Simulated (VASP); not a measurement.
## N2: single point with LDA

System: N2, in a box.

```
N
1.0
     9.00000    0.00000    0.00000
     0.00000    9.50000    0.00000
     0.00000    0.00000   10.00000
N
2
Direct
  0.50000 0.50000 0.44534
  0.50000 0.50000 0.55466
```

- Program: VASP 6.6.1
- Task: single point
- Functional: LDA
- Potentials or basis: VASP PAW LDA potentials, release 64 (N)
- Cutoff: 520 eV
- k mesh: 1 × 1 × 1
- Occupations: gaussian, width 0.02 eV
- Spin: no spin polarisation
- Dipole correction: no
- Further INCAR settings: ALGO = Normal; EDIFF = 1e-06; NBANDS = 12

```
Largest force                   : 1.528 eV/Å
Gap between the frontier levels : 8.21 eV
```

Forces in eV/Å, atoms in the order of the input:
```
N    0.000  0.000 -1.528
N    0.000  0.000  1.528
```

Levels at points of the mesh, in eV from the valence-band top:
```tsv
k point	band 2	band 3	band 4	band 5	band 6	band 7	band 8	band 9
(0.00, 0.00, 0.00)	-2.98	-1.59	-1.59	0.00	8.21	8.21	10.05	11.46
```

Run time: 47 s on 1 thread of Intel Xeon 8259CL (shared host), peak memory 0.49 GiB.

Caveat: the standard files for N, O and F lose accuracy on very short bonds.
